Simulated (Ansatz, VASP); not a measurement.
**AlN: VASP beside Ansatz**

```
Al N
1.0
     3.11100    0.00000    0.00000
    -1.55550    2.69421    0.00000
     0.00000    0.00000    4.97800
Al N
2 2
Direct
  0.33890 0.67780 0.00000
  0.66110 0.32220 0.50000
  0.32846 0.65691 0.38500
  0.67154 0.34309 0.88500
```

Change from the starting cell: mode 4 (252.6 1/cm) frozen in, largest displacement +0.030 Å.

Alike in both runs: task single point; functional r2SCAN; k mesh 12 × 12 × 6; occupations gaussian, width 0.05 eV; no spin polarisation.

```csv
,VASP,Ansatz
version,VASP 6.6.1,Ansatz 0.2.0
potentials or method,"VASP PAW PBE potentials, release 64 (Al, N), cutoff 520 eV","scalar-relativistic, plane waves, PAW"
valence electrons in the cell,16,16
```

```csv
,VASP,Ansatz,Ansatz less VASP
gap on the k mesh at the Fermi level (eV),4.83,4.79,-0.040
least direct gap on the mesh (eV),4.83,4.79,-0.040
pressure (GPa),-1.0,-0.6,+0.40
"traceless stress, the component that is largest in VASP (GPa)",-0.99,-0.98,+0.009
rms of the force components (eV/Å),0.145,0.144,-0.0011
```

VASP's potentials were made for PBE, not for r2SCAN. Atom by atom the forces differ by 0.001 eV/Å (rms over components).
